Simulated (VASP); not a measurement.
LiCl, 4 atoms in the cell. It takes space group Cmcm (No. 63, orthorhombic). Conventional cell: a = 3.940 Å, b = 6.897 Å, c = 9.209 Å, α = 90.00°, β = 90.00°, γ = 90.00°. Li (site symmetry m2m) has 3 Cl at 2.29 Å within 3.0 Å. Cl (site symmetry m2m) has 3 Li at 2.29 Å within 3.0 Å. 

| Item | Value |
| --- | --- |
| Program | VASP 6.6.1 |
| Task | single point |
| Functional | PBE |
| Potentials or basis | VASP PAW PBE potentials, release 64 (Li_sv, Cl) |
| Cutoff | 750 eV |
| k mesh | 12 × 12 × 6 |
| Occupations | gaussian, width 0.02 eV |
| Spin | no spin polarisation |
| Dipole correction | no |
| Further INCAR settings | ALGO = Normal; EDIFF = 1e-06; NBANDS = 18 |

Potentials or basis: VASP PAW PBE potentials, release 64 (Li_sv, Cl).

Run with:

```bash
$ cat potpaw_PBE.64/Li_sv/POTCAR potpaw_PBE.64/Cl/POTCAR > POTCAR
$ mpirun -np 1 vasp_std > vasp.out
```

Hardware: 1 thread of Intel(R) Xeon(R) Platinum 8488C (Sapphire Rapids), with other jobs on the host.

Question: Estimate the wall time of this run.

Answer: Run time: 7.9 min on 1 thread of Intel(R) Xeon(R) Platinum 8488C (Sapphire Rapids), with other jobs on the host, peak memory 0.67 GiB. Counts: scf iterations 14, k points 172.
